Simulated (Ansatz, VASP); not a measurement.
**Two plane-wave programs on MgI2**

```
Mg I
1.0
     3.82140    0.00000    0.00000
    -1.91070    3.30943    0.00000
     0.00000    0.00000    6.58752
Mg I
1 2
Direct
  0.00000 0.00000 0.00000
  0.33333 0.66667 0.75763
  0.66667 0.33333 0.24237
```

Change from the starting cell: strain -0.080 along x and y, -0.040 along z, atoms carried along.

Alike in both runs: task single point; functional PBE; dispersion D3(BJ); k mesh 6 × 6 × 4; occupations gaussian, width 0.05 eV; no spin polarisation.

|  | VASP | Ansatz |
| --- | --- | --- |
| version | VASP 6.6.1 | Ansatz 0.2.0 |
| potentials or method | VASP PAW PBE potentials, release 64 (Mg, I), cutoff 520 eV | scalar-relativistic, plane waves, PAW |
| valence electrons in the cell | 16 | 44 |

```csv
,VASP,Ansatz,Ansatz less VASP
gap on the k mesh at the Fermi level (eV),3.50,3.51,+0.017
least direct gap on the mesh (eV),4.26,4.28,+0.019
pressure (GPa),9.8,9.8,+0.03
"traceless stress, the component that is largest in VASP (GPa)",-1.37,-1.38,-0.008
rms of the force components (eV/Å),0.586,0.587,+0.0017
```

Atom by atom the forces differ by 0.002 eV/Å (rms over components). VASP's potentials hold 16 valence electrons a cell and Ansatz's 44, so a difference there can come from the potentials and not from the codes.

Spin-orbit coupling is off throughout.
